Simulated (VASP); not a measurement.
# TiAl (Pm-3m) in VASP: further runs

TiAl is run at these levels: PBEsol, PBE; tasks: relaxation of cell and atoms, single point.

Program: VASP 6.6.1. These are calculated values, not measurements. Logs are shortened: lines on timing, memory, paths and dates and some standing lists are left out, and cuts for length are marked.

**1. The cell of the first run**

It takes space group Pm-3m (No. 221, cubic). Conventional cell: a = 3.179 Å, b = 3.179 Å, c = 3.179 Å, α = 90.00°, β = 90.00°, γ = 90.00°. Ti (site symmetry m-3m) has 8 Al at 2.75 Å and 6 Ti at 3.18 Å within 3.6 Å. Within 3.6 Å of Al (site symmetry m-3m) lie 8 Ti at 2.75 Å and 6 Al at 3.18 Å.

**2. Relaxation of cell and atoms, PBEsol, target pressure 5 GPa, at which the enthalpy is minimised**

Input file INCAR:

```
SYSTEM = TiAl
PREC = Accurate
ENCUT = 600
EDIFF = 1E-7
ISMEAR = -1
SIGMA = 0.05
LREAL = .False.
LASPH = .True.
NELM = 60
ALGO = Normal
ISIF = 3
LWAVE = .False.
LCHARG = .False.
GGA = PS
IBRION = 2
NSW = 60
EDIFFG = -0.01
PSTRESS = 50.0
```

Input file KPOINTS:

```
Automatic mesh
0
Gamma
  8 8 8
  0 0 0
```

Input file POSCAR:

```
TiAl
1.0
    3.1790640000      0.0000000000      0.0000000000
    0.0000000000      3.1790640000      0.0000000000
    0.0000000000      0.0000000000      3.1790640000
Ti Al
1 1
Direct
    0.0000000000      0.0000000000      0.0000000000
    0.5000000000      0.5000000000      0.5000000000
```

Potentials or basis: VASP PAW PBE potentials, release 64 (Ti_sv, Al).

Command:

```
> cat potpaw_PBE.64/Ti_sv/POTCAR potpaw_PBE.64/Al/POTCAR > POTCAR
> mpirun -np 1 vasp_std > vasp.out
```

OUTCAR:

```text
SYSTEM = TiAl
   PREC = Accurate
   ENCUT = 600
   EDIFF = 1E-7
   ISMEAR = -1
   LREAL = .False.
   LASPH = .True.
   NELM = 60
   ISIF = 3
   GGA = PS
   IBRION = 2
   NSW = 60
   EDIFFG = -0.01
   PSTRESS = 50.0

 ion  position               nearest neighbor table
   1  0.000  0.000  0.000-   2 2.75   2 2.75   2 2.75   2 2.75   2 2.75   2 2.75   2 2.75   2 2.75

   2  0.500  0.500  0.500-   1 2.75   1 2.75   1 2.75   1 2.75   1 2.75   1 2.75   1 2.75   1 2.75

  LATTYP: Found a simple cubic cell.
 ALAT       =     3.1790640000

  Lattice vectors:

 A1 = (   3.1790640000,   0.0000000000,   0.0000000000)
 A2 = (   0.0000000000,   3.1790640000,   0.0000000000)
 A3 = (   0.0000000000,   0.0000000000,   3.1790640000)

Analysis of symmetry for initial positions (statically):
=====================================================================
 Subroutine PRICEL returns:
 Original cell was already a primitive cell.

 Routine SETGRP: Setting up the symmetry group for a
 simple cubic supercell.

 Subroutine GETGRP returns: Found 48 space group operations
 (whereof 48 operations were pure point group operations)
 out of a pool of 48 trial point group operations.

The static configuration has the point symmetry O_h .

Analysis of symmetry for dynamics (positions and initial velocities):
=====================================================================
 Subroutine PRICEL returns:
 Original cell was already a primitive cell.

 Routine SETGRP: Setting up the symmetry group for a
 simple cubic supercell.

 Subroutine GETGRP returns: Found 48 space group operations
 (whereof 48 operations were pure point group operations)
 out of a pool of 48 trial point group operations.

The dynamic configuration has the point symmetry O_h .

 Subroutine INISYM returns: Found 48 space group operations
 (whereof 48 operations are pure point group operations),
 and found     1 'primitive' translations

----------------------------------------------------------------------------------------

                                     Primitive cell

  volume of cell :      32.1290

  direct lattice vectors                    reciprocal lattice vectors
     3.179064000  0.000000000  0.000000000     0.314557996  0.000000000  0.000000000
     0.000000000  3.179064000  0.000000000     0.000000000  0.314557996  0.000000000
     0.000000000  0.000000000  3.179064000     0.000000000  0.000000000  0.314557996

  length of vectors
     3.179064000  3.179064000  3.179064000     0.314557996  0.314557996  0.314557996

  position of ions in fractional coordinates (direct lattice)
[... 93 lines left out ...]
   EFERMI =   0.00;   METHOD = LEGACY
   ISMEAR =    -1;   SIGMA  =   0.05  broadening in eV -4-tet -1-fermi 0-gaus
   EFERMI_NEDOS =   21; number of points for ismear=-14 and -15
   IALGO  =     38    algorithm
   IMIX   =      4    mixing-type and parameters
     AMIX     =   0.40;   BMIX     =  1.00
     AMIX_MAG =   1.60;   BMIX_MAG =  1.00
  volume/ion in A,a.u.               =      16.06       108.41
  Fermi-wavevector in a.u.,A,eV,Ry     =   1.270007  2.399964 21.945065  1.612917
  Thomas-Fermi vector in A             =   2.403017
   LORBIT       =      0    0 simple, 1 ext, 2 COOP (PROOUT), +10 PAW based schemes
   GGA     = PS    functional components
   LHFCALC =     F    Hartree Fock is set to
   AEXX    =    0.0000 exact exchange contribution
   IVDW    =     0    specifies the selected vdW correction
   LEPSILON=     F    determine dielectric tensor
   LRPA    =     F    only Hartree local field effects (RPA)
 conjugate gradient relaxation of ions
 non-spin polarized calculation
  energy-cutoff  :      600.00
  volume of cell :       32.13
 maximum number of plane-waves:      1108
 NGX is ok and might be reduce to    28
   NGX = 13   NGY = 13   NGZ = 13

--------------------------------------- Ionic step        1  -------------------------------------------

 number of electron      15.0000003 magnetization

 Free energy of the ion-electron system (eV)
  ---------------------------------------------------
  ext. energy  EPLUGINS =         0.00000000
  ---------------------------------------------------
  free energy    TOTEN  =       -12.96894614 eV

  energy without entropy =      -12.94555704  energy(sigma->0) =      -12.95725159

------------------------ aborting loop because EDIFF is reached ----------------------------------------

  FORCE on cell =-STRESS in cart. coord.  units (eV):
  Direction    XX          YY          ZZ          XY          YZ          ZX
  --------------------------------------------------------------------------------------
  -------------------------------------------------------------------------------------
  Total       -0.4674808     -0.4674808     -0.4674808     -0.0000000     -0.0000000      0.0000000
  in kB      -23.3118380    -23.3118380    -23.3118380     -0.0000000     -0.0000000      0.0000000
  external PRESSURE =     -73.3118380 kB  Pullay stress =      50.0000000 kB
[... 63 lines left out ...]
--------------------------------------- Ionic step        3  -------------------------------------------

 number of electron      14.9999997 magnetization

 Free energy of the ion-electron system (eV)
  ---------------------------------------------------
  ext. energy  EPLUGINS =         0.00000000
  ---------------------------------------------------
  free energy    TOTEN  =       -12.95585427 eV

  energy without entropy =      -12.93436169  energy(sigma->0) =      -12.94510798

 E-fermi :   9.3107     XC(G=0): -11.4499

 val. band max:        9.2688527530   @ k =   0.3750   0.1250   0.1250
 cond. band min:       9.3292912066   @ k =   0.3750   0.3750   0.2500
 fundamental gap:      0.0604384536
 Fermi energy:         9.3107416524

 k-point     1 :       0.0000    0.0000    0.0000
  band No.  band energies     occupation
      1     -47.2254      2.00000
      2     -23.5229      2.00000
      3     -23.5229      2.00000
      4     -23.5229      2.00000
      5      -0.2036      2.00000
      6       7.7352      2.00000
      7       7.7352      2.00000
      8      11.2427      0.00000
      9      11.2427      0.00000
     10      11.2427      0.00000
     11      14.0302      0.00000
[... 309 lines left out ...]
 k-point    24 :       0.5000    0.3750    0.1250
  band No.  band energies     occupation
      1     -47.1865      2.00000
      2     -23.7080      2.00000
      3     -23.6741      2.00000
      4     -23.5164      2.00000
      5       4.1362      2.00000
      6       6.2357      2.00000
      7       7.2922      2.00000
      8       8.7023      1.99999
      9      10.2643      0.00000
     10      10.2795      0.00000
     11      12.4184      0.00000

 [... further k-points ...]
[... 5 lines left out ...]
  --------------------------------------------------------------------------------------
  -------------------------------------------------------------------------------------
  Total        0.9367528      0.9367528      0.9367528      0.0000000     -0.0000000      0.0000000
  in kB       49.5716885     49.5716885     49.5716885      0.0000000     -0.0000000      0.0000000
  external PRESSURE =      -0.4283115 kB  Pullay stress =      50.0000000 kB
[... 21 lines left out ...]
  energy  without entropy=      -12.9343616883  energy(sigma->0) =      -12.94510798

  enthalpy is  TOTEN    =       -12.0110076717 eV   P V=        0.9448466021

 reached required accuracy - stopping structural energy minimisation
```

OSZICAR:

```text
N       E                     dE             d eps       ncg     rms          rms(c)
DAV:   1     0.989269264034E+02    0.98927E+02   -0.80844E+03   770   0.152E+03
DAV:   2    -0.832793140905E+01   -0.10725E+03   -0.10490E+03   779   0.361E+02
DAV:   3    -0.144806874195E+02   -0.61528E+01   -0.58463E+01  1212   0.821E+01
DAV:   4    -0.147255240514E+02   -0.24484E+00   -0.24322E+00   935   0.141E+01
[... 34 lines left out ...]
DAV:   7    -0.129558191377E+02   -0.16506E-03   -0.67722E-04  1124   0.234E-01    0.291E-02
DAV:   8    -0.129558536231E+02   -0.34485E-04   -0.11141E-04  1089   0.962E-02    0.131E-02
DAV:   9    -0.129558543827E+02   -0.75967E-06   -0.11116E-05   833   0.357E-02    0.384E-03
DAV:  10    -0.129558542768E+02    0.10591E-06   -0.10146E-06   865   0.865E-03    0.784E-04
DAV:  11    -0.129558542738E+02    0.30232E-08   -0.13757E-07   626   0.328E-03
   3 F= -.12011008E+02 E0= -.12000261E+02  d E =-.447297E-01
```

Wall time 34 s (1 thread of Intel Xeon 6975P-C, shared host); peak memory 0.17 GiB.

Results:

```
Free energy                                            : -12.9559 eV
Relaxed volume                                         : 15.14 Å³/atom
Relaxed cell                                           : a = 3.117 Å, b = 3.117 Å, c = 3.117 Å, α = 90.00°, β = 90.00°, γ = 90.00°
Space group after relaxing (to 0.05 Å)                 : Pm-3m (No. 221)
Energy change on relaxing (the enthalpy is what falls) : +6.5 meV/atom
Ionic steps                                            : 3
Pressure after relaxing                                : 5.0 GPa
```

The path:
```tsv
step	energy change (eV)	largest force (eV/Å)	pressure (GPa)	volume (Å³)
1	0.0000	0.0000	-2.33	32.13
2	0.0897	0.0000	12.31	28.83
3	0.0131	0.0000	4.96	30.28
```

Final structure:
```cif
data_structure
_symmetry_space_group_name_H-M 'P 1'
_symmetry_Int_Tables_number 1
_cell_length_a 3.1167
_cell_length_b 3.1167
_cell_length_c 3.1167
_cell_angle_alpha 90.000
_cell_angle_beta 90.000
_cell_angle_gamma 90.000
_cell_volume 30.28
loop_
_atom_site_label
_atom_site_type_symbol
_atom_site_fract_x
_atom_site_fract_y
_atom_site_fract_z
_atom_site_occupancy
Ti1 Ti 0.00000 0.00000 0.00000 1
Al1 Al 0.50000 0.50000 0.50000 1
```

Caveat: the cell is relaxed towards a set pressure, so the enthalpy falls and the energy may rise; the PAW data sets were made with another functional, which shifts forces and pressure a little.

**3. Relaxation of cell and atoms, PBEsol, target pressure 10 GPa, at which the enthalpy is minimised**

Input file INCAR:

```
ALGO = Fast
EDIFF = 1E-6
EDIFFG = -0.01
ENCUT = 600
GGA = PS
IBRION = 2
ISIF = 3
ISMEAR = -1
LASPH = T
LCHARG = F
LREAL = F
LWAVE = F
NELM = 100
NSW = 60
PREC = Accurate
PSTRESS = 100.0
SIGMA = 0.05
```

Input file KPOINTS:

```
k-points
0
Gamma
  8 8 8
```

POSCAR is that of step 2.

Potentials or basis: VASP PAW PBE potentials, release 64 (Ti_sv, Al).

Command:

```
> cat potpaw_PBE.64/Ti_sv/POTCAR potpaw_PBE.64/Al/POTCAR > POTCAR
> mpirun -np 1 vasp_std > vasp.out
```

Wall time 89 s (1 thread of Intel Xeon 6975P-C, shared host); peak memory 0.17 GiB.

Results (log left out):

```
Free energy                                            : -12.9076 eV
Relaxed volume                                         : 14.62 Å³/atom
Relaxed cell                                           : a = 3.081 Å, b = 3.081 Å, c = 3.081 Å, α = 90.00°, β = 90.00°, γ = 90.00°
Space group after relaxing (to 0.05 Å)                 : Pm-3m (No. 221)
Energy change on relaxing (the enthalpy is what falls) : +30.7 meV/atom
Ionic steps                                            : 4
Pressure after relaxing                                : 10.0 GPa
```

Step by step:
```csv
step,energy change (eV),largest force (eV/Å),pressure (GPa),volume (Å³)
1,0.0000,0.0000,-2.33,32.13
2,0.3414,0.0000,26.65,26.72
3,0.0580,0.0000,9.79,29.29
4,0.0614,0.0000,10.02,29.24
```

Final structure:
```xyz
2
Lattice="3.0807 0.0000 0.0000 0.0000 3.0807 0.0000 0.0000 0.0000 3.0807" Properties=species:S:1:pos:R:3 pbc="T T T"
Ti    0.0000    0.0000    0.0000
Al    1.5403    1.5403    1.5403
```

Levels at points of the mesh, in eV from the Fermi level:
```
           k point  band 5  band 6  band 7  band 8  band 9  band 10
(0.00, 0.00, 0.00)   -9.67   -1.67   -1.67    2.02    2.02     2.02
(0.50, 0.00, 0.00)   -6.12   -5.46   -0.65    0.16    0.16     2.26
(0.50, 0.50, 0.00)   -5.27   -2.09   -2.09   -1.59    0.75     0.75
(0.50, 0.50, 0.50)   -3.39   -3.39   -3.39    1.23    3.20     3.20
```

Caveat: the cell is relaxed towards a set pressure, so the enthalpy falls and the energy may rise; the PAW data sets were made with another functional, which shifts forces and pressure a little.

**4. Relaxation of cell and atoms, PBEsol, target pressure 20 GPa, at which the enthalpy is minimised**

Input file INCAR:

```
SYSTEM = TiAl
PREC = Accurate ; ENCUT = 600
EDIFF = 1E-6 ; ISMEAR = -1
SIGMA = 0.05 ; LREAL = .FALSE.
LASPH = .TRUE. ; NELM = 80
ALGO = Fast ; ISIF = 3
LWAVE = .FALSE. ; LCHARG = .FALSE.
GGA = PS ; IBRION = 2
NSW = 60 ; EDIFFG = -0.01
PSTRESS = 200.0
```

Input file KPOINTS:

```
regular mesh
0
G
  8 8 8
  0 0 0
```

POSCAR is that of step 3.

Command:

```
> cat potpaw_PBE.64/Ti_sv/POTCAR potpaw_PBE.64/Al/POTCAR > POTCAR
> mpirun -np 1 vasp_std > vasp.out
```

It took 2.3 min on 1 thread of Intel Xeon 6975P-C, shared host; peak memory 0.18 GiB.

Results (log left out):

- Free energy: -12.7569 eV
- Relaxed volume: 13.80 Å³/atom
- Relaxed cell: a = 3.022 Å, b = 3.022 Å, c = 3.022 Å, α = 90.00°, β = 90.00°, γ = 90.00°
- Space group after relaxing (to 0.05 Å): Pm-3m (No. 221)
- Energy change on relaxing (the enthalpy is what falls): +106.0 meV/atom
- Ionic steps: 7
- Pressure after relaxing: 20.0 GPa

The path:
```
step  energy change (eV)  largest force (eV/Å)  pressure (GPa)  volume (Å³)
   1              0.0000                0.0000           -2.33        32.13
   2              1.4711                0.0000           70.62        22.80
   3              0.2210                0.0000           18.84        27.80
   4              0.2061                0.0000           19.65        27.66
   5              0.2167                0.0000           20.22        27.57
   6              0.2083                0.0000           19.83        27.64
   7              0.2120                0.0000           19.95        27.61
```

Final structure:
```yaml
crystal:
  lattice:
    - [3.02236, 0.00000, 0.00000]
    - [0.00000, 3.02236, 0.00000]
    - [0.00000, 0.00000, 3.02236]
  atoms:
    - { symbol: Ti, position: [0.00000, 0.00000, 0.00000] }
    - { symbol: Al, position: [0.50000, 0.50000, 0.50000] }
```

Levels at points of the mesh, in eV from the Fermi level:
```tsv
k point	band 4	band 5	band 6	band 7	band 8	band 9	band 10	band 11
(0.00, 0.00, 0.00)	-32.63	-9.91	-1.83	-1.83	2.16	2.16	2.16	5.23
(0.50, 0.00, 0.00)	-32.60	-6.17	-5.62	-0.72	0.18	0.18	2.43	3.71
(0.50, 0.50, 0.00)	-32.57	-5.45	-2.07	-2.07	-1.67	0.77	0.77	3.37
(0.50, 0.50, 0.50)	-32.84	-3.58	-3.58	-3.58	1.61	3.41	3.41	3.41
```

Caveat: the cell is relaxed towards a set pressure, so the enthalpy falls and the energy may rise; the PAW data sets were made with another functional, which shifts forces and pressure a little.

**5. Relaxation of cell and atoms, PBEsol, target pressure 30 GPa, at which the enthalpy is minimised**

Input file INCAR:

```
  PREC = Accurate
  ENCUT = 600
  EDIFF = 1E-6
  ISMEAR = -1
  SIGMA = 0.05
  LREAL = F
  LASPH = T
  NELM = 60
  ALGO = Fast
  ISIF = 3
  LWAVE = F
  LCHARG = F
  GGA = PS
  IBRION = 2
  NSW = 60
  EDIFFG = -0.01
  PSTRESS = 300.0
```

Input file KPOINTS:

```
regular mesh
0
Gamma
  8 8 8
```

POSCAR is that of step 4.

Command:

```
> cat potpaw_PBE.64/Ti_sv/POTCAR potpaw_PBE.64/Al/POTCAR > POTCAR
> mpirun -np 1 vasp_std > vasp.out
```

It took 2.4 min on 1 thread of Intel Xeon 6975P-C, shared host; peak memory 0.18 GiB.

It converged, with:

| Item | Value |
| --- | --- |
| Free energy | -12.5581 eV |
| Relaxed volume | 13.16 Å³/atom |
| Relaxed cell | a = 2.975 Å, b = 2.975 Å, c = 2.975 Å, α = 90.00°, β = 90.00°, γ = 90.00° |
| Space group after relaxing (to 0.05 Å) | Pm-3m (No. 221) |
| Energy change on relaxing (the enthalpy is what falls) | +205.4 meV/atom |
| Ionic steps | 6 |
| Pressure after relaxing | 29.9 GPa |

Step by step:
| step | energy change (eV) | largest force (eV/Å) | pressure (GPa) | volume (Å³) |
| --- | --- | --- | --- | --- |
| 1 | 0.0000 | 0.0000 | -2.33 | 32.13 |
| 2 | 3.7561 | 0.0000 | 145.60 | 19.29 |
| 3 | 0.5280 | 0.0000 | 26.80 | 26.80 |
| 4 | 0.4046 | 0.0000 | 28.45 | 26.49 |
| 5 | 0.4558 | 0.0000 | 30.50 | 26.21 |
| 6 | 0.4108 | 0.0000 | 29.94 | 26.32 |

Final structure:
```
CELL_PARAMETERS angstrom
2.97468 0.00000 0.00000
0.00000 2.97468 0.00000
0.00000 0.00000 2.97468
ATOMIC_POSITIONS crystal
Ti 0.00000 0.00000 0.00000
Al 0.50000 0.50000 0.50000
```

Levels at points of the mesh, in eV from the Fermi level:
| k point | band 5 | band 6 | band 7 | band 8 | band 9 | band 10 |
| --- | --- | --- | --- | --- | --- | --- |
| (0.00, 0.00, 0.00) | -10.12 | -1.97 | -1.97 | 2.28 | 2.28 | 2.28 |
| (0.50, 0.00, 0.00) | -6.19 | -5.75 | -0.79 | 0.19 | 0.19 | 2.57 |
| (0.50, 0.50, 0.00) | -5.60 | -2.04 | -2.04 | -1.73 | 0.79 | 0.79 |
| (0.50, 0.50, 0.50) | -3.75 | -3.75 | -3.75 | 1.94 | 3.60 | 3.60 |

Caveat: the cell is relaxed towards a set pressure, so the enthalpy falls and the energy may rise; the volume moved by over 15 % at a fixed basis, so the end points are rough; the PAW data sets were made with another functional, which shifts forces and pressure a little.

**6. Single point, PBE**

Input file INCAR:

```
ALGO     = Normal         # electronic algorithm
EDIFF    = 1E-6           # SCF threshold, eV
ENCUT    = 500            # plane-wave cutoff, eV
GGA      = PE             # functional
GGA_COMPAT= False        
ISIF     = 2              # what is computed and relaxed
ISMEAR   = 0              # smearing method
LASPH    = True           # aspherical terms in the spheres
LCHARG   = True           # write CHGCAR
LELF     = True           # ELF
LREAL    = False          # projectors in reciprocal space
LVHAR    = True         
LWAVE    = False          # write WAVECAR
NBANDS   = 14             # bands
NELM     = 120            # most SCF steps
PREC     = Accurate       # precision mode
SIGMA    = 0.018000000000000002 # smearing width, eV
```

Input file KPOINTS:

```
k-points
0
Gamma
  8 8 8
```

POSCAR is that of step 5.

Potentials or basis: VASP PAW PBE potentials, release 64 (Ti_sv, Al).

Command:

```
> cat potpaw_PBE.64/Ti_sv/POTCAR potpaw_PBE.64/Al/POTCAR > POTCAR
> mpirun -np 1 vasp_std > vasp.out
```

Wall time 7 s (1 thread of Intel Xeon 6975P-C, shared host); peak memory 0.14 GiB.

It converged, with:

```yaml
Free_energy: -12.1012 eV
Pressure: 0.6 GPa
```

Levels at points of the mesh, in eV from the Fermi level:
| k point | band 4 | band 5 | band 6 | band 7 | band 8 | band 9 | band 10 | band 11 |
| --- | --- | --- | --- | --- | --- | --- | --- | --- |
| (0.00, 0.00, 0.00) | -33.08 | -9.28 | -1.43 | -1.43 | 1.82 | 1.82 | 1.82 | 4.41 |
| (0.50, 0.00, 0.00) | -33.07 | -6.05 | -5.19 | -0.54 | 0.16 | 0.16 | 2.02 | 2.99 |
| (0.50, 0.50, 0.00) | -33.05 | -5.02 | -2.11 | -2.11 | -1.46 | 0.72 | 0.72 | 2.74 |
| (0.50, 0.50, 0.50) | -33.21 | -3.09 | -3.09 | -3.09 | 0.62 | 2.80 | 2.80 | 2.91 |

**7. The runs side by side**

| task | level | cell | cutoff (eV) | smearing | gap on the mesh (eV) | pressure (GPa) |
| --- | --- | --- | --- | --- | --- | --- |
| relaxation of cell and atoms | PBEsol | relaxed to 5 GPa | 600 | fermi-dirac 0.05 eV | none | 5.0 |
| relaxation of cell and atoms | PBEsol | relaxed to 10 GPa | 600 | fermi-dirac 0.05 eV | none | 10.0 |
| relaxation of cell and atoms | PBEsol | relaxed to 20 GPa | 600 | fermi-dirac 0.05 eV | none | 20.0 |
| relaxation of cell and atoms | PBEsol | relaxed to 30 GPa | 600 | fermi-dirac 0.05 eV | none | 29.9 |
| single point | PBE | as given | 500 | gaussian 0.018 eV | none | 0.6 |

Alike in all rows: potentials or basis VASP PAW PBE potentials, release 64 (Ti_sv, Al); no spin polarisation; k mesh 8 × 8 × 8.

Caveats: the cell is relaxed towards a set pressure, so the enthalpy falls and the energy may rise (some runs); the PAW data sets were made with another functional, which shifts forces and pressure a little (some runs); the volume moved by over 15 % at a fixed basis, so the end points are rough (some runs).

Absolute energies hang on the potentials; compare differences alone.
